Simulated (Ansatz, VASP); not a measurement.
## One calculation of B6N, two programs

```
B N
1.0
     3.26292   -0.00149    0.00168
    -0.62984    4.35950    0.01193
    -0.96521   -1.40962    4.71456
B N
6 1
Direct
  0.39670 0.40932 0.21122
  0.60330 0.59068 0.78878
  0.17379 0.65073 0.97517
  0.82621 0.34927 0.02483
  0.50000 0.00000 0.00000
  0.00000 0.00000 0.00000
  0.50000 0.50000 0.50000
```

Alike in both runs: functional PBE; k mesh 10 × 8 × 8; occupations gaussian, width 0.1 eV; no spin polarisation.

Ansatz relaxed the structure, and its values are those at the end. VASP's run is a single point on that final structure, the one shown.

|  | VASP | Ansatz |
| --- | --- | --- |
| version | VASP 6.6.1 | Ansatz 0.2.0 |
| potentials or method | VASP PAW PBE potentials, release 64 (B, N), cutoff 520 eV | scalar-relativistic, plane waves, PAW |
| valence electrons in the cell | 23 | 23 |

|  | VASP | Ansatz | Ansatz less VASP |
| --- | --- | --- | --- |
| gap on the k mesh at the Fermi level (eV) | none | none | - |
| pressure (GPa) | -0.1 | 0.0 | +0.08 |

A gap of «none» marks a metal or a gap that the smearing closes.
